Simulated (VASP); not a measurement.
Write the native input for VASP 6.6.1 that does the following.

```
Task                   : single point
Functional             : PBEsol
Dispersion             : D3(BJ)
Potentials or basis    : VASP PAW PBE potentials, release 64 (Fe, Ge_d)
Cutoff                 : 520 eV
k mesh                 : 6 × 6 × 6
Occupations            : fermi-dirac, width 0.1 eV
Spin                   : collinear spin, ferromagnetic start
Starting moments       : [4.5, 4.5, 4.5, 0.0] μB
Dipole correction      : no
Further INCAR settings : ALGO = Normal; EDIFF = 1e-06; NBANDS = 31
```

The structure of Fe3Ge lies in POSCAR:

```
Fe3Ge
1.0
    3.5511802107      0.0000000000      0.0000000000
    0.0000000000      3.5511802107      0.0000000000
    0.0000000000      0.0000000000      3.5511802107
Fe Ge
3 1
Direct
    0.0000000000      0.5000000000      0.5000000000
    0.5000000000      0.5000000000      0.0000000000
    0.5000000000      0.0000000000      0.5000000000
    0.0000000000      0.0000000000      0.0000000000
```

The input as run:

INCAR

```
SYSTEM = Fe3Ge
PREC     = Accurate       ! precision mode
ENCUT    = 520            ! plane-wave cutoff, eV
EDIFF    = 1E-6           ! SCF threshold, eV
ISMEAR   = -1             ! smearing method
SIGMA    = 0.1            ! smearing width, eV
LREAL    = .False.        ! projectors in reciprocal space
LASPH    = .True.         ! aspherical terms in the spheres
NELM     = 150            ! most SCF steps
ALGO     = Normal         ! electronic algorithm
ISIF     = 2              ! what is computed and relaxed
LWAVE    = .False.        ! write WAVECAR
LCHARG   = .False.        ! write CHGCAR
ISPIN    = 2              ! spin polarisation
MAGMOM   = 4.5 4.5 4.5 0  ! initial moments
LORBIT   = 11             ! projections on sites
LMAXMIX  = 4              ! l up to which the mixer works
GGA      = PS             ! functional
IVDW     = 12             ! dispersion correction
NBANDS   = 31             ! bands
```

KPOINTS

```
regular mesh
0
Gamma
  6 6 6
  0 0 0
```

Potentials or basis: VASP PAW PBE potentials, release 64 (Fe, Ge_d).

The run is started by

```sh
$ cat potpaw_PBE.64/Fe/POTCAR potpaw_PBE.64/Ge_d/POTCAR > POTCAR
$ mpirun -np 1 vasp_std > vasp.out
```

It gave:

```json
{
  "Pressure": "0.3 GPa",
  "Net moment": "6.05 μB per cell",
  "Site moments": "Fe +2.04; Ge -0.12 μB",
  "Valence electrons inside the program's atomic spheres": "Fe 7.41; Ge 12.60",
  "Dispersion energy per atom": "-0.386 eV"
}
```

Caveat: the PAW data sets were made with another functional, which shifts forces and pressure a little; pairwise dispersion overbinds metals, which lowers pressure and volume.

Wall time 37 s on 1 thread of Intel(R) Xeon(R) Platinum 8375C CPU @ 2.90GHz (Ice Lake), on a shared host, peak memory 0.2 GiB.
